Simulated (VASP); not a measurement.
Si2W: single point with PBE

Si2W:

```
W Si
1.0
    -1.59887    1.59887    3.91495
     1.59887   -1.59887    3.91495
     1.61493    1.61493   -3.91495
W Si
1 2
Direct
  0.00000 0.00000 0.00000
  0.66530 0.66530 0.00000
  0.33470 0.33470 0.00000
```

| Item | Value |
| --- | --- |
| Program | VASP 6.6.1 |
| Task | single point |
| Functional | PBE |
| Potentials or basis | VASP PAW PBE potentials, release 64 (W_sv, Si) |
| Cutoff | 520 eV |
| k mesh | 10 × 10 × 10 |
| Occupations | fermi-dirac, width 0.05 eV |
| Spin | no spin polarisation |
| Dipole correction | no |
| Further INCAR settings | ALGO = Normal; EDIFF = 1e-06; NBANDS = 18 |

- Pressure: 3.4 GPa
- Largest force: 0.048 eV/Å
- Band gap on the k mesh: zero (band 11 reaches 12.69 eV, above the bottom of band 12 at 11.44 eV)

Forces in eV/Å, atoms in the order of the input:
```
W    0.000  0.000  0.000
Si   0.000  0.000  0.048
Si   0.000  0.000 -0.048
```

Stress tensor (GPa, compression positive):
```
 3.33 -2.08  0.00
-2.08  3.33  0.00
 0.00  0.00  3.54
```

Levels at points of the mesh, in eV from the Fermi level:
```
           k point  band 8  band 9  band 10  band 11  band 12  band 13  band 14  band 15
(0.00, 0.00, 0.00)   -3.31   -2.91    -2.76     0.62     2.74     2.94     3.05     3.09
(0.50, 0.00, 0.00)   -4.86   -2.81    -2.74    -0.43     2.72     2.78     3.94     4.43
(0.50, 0.50, 0.00)   -5.59   -4.97    -3.25    -1.82     2.85     2.98     3.13     3.90
(0.00, 0.00, 0.50)   -5.40   -5.05    -3.24    -1.70     2.74     2.99     3.15     3.93
(0.50, 0.50, 0.50)   -2.57   -0.89    -0.80    -0.55    -0.43     0.80     4.51     4.89
```

Wall time 2.1 min on 1 thread of AMD EPYC 7R43 64-Core Processor (Zen 3) (shared host), peak memory 0.25 GiB.

Caveat: spin-orbit coupling is left out, which moves the levels of the heavy elements.
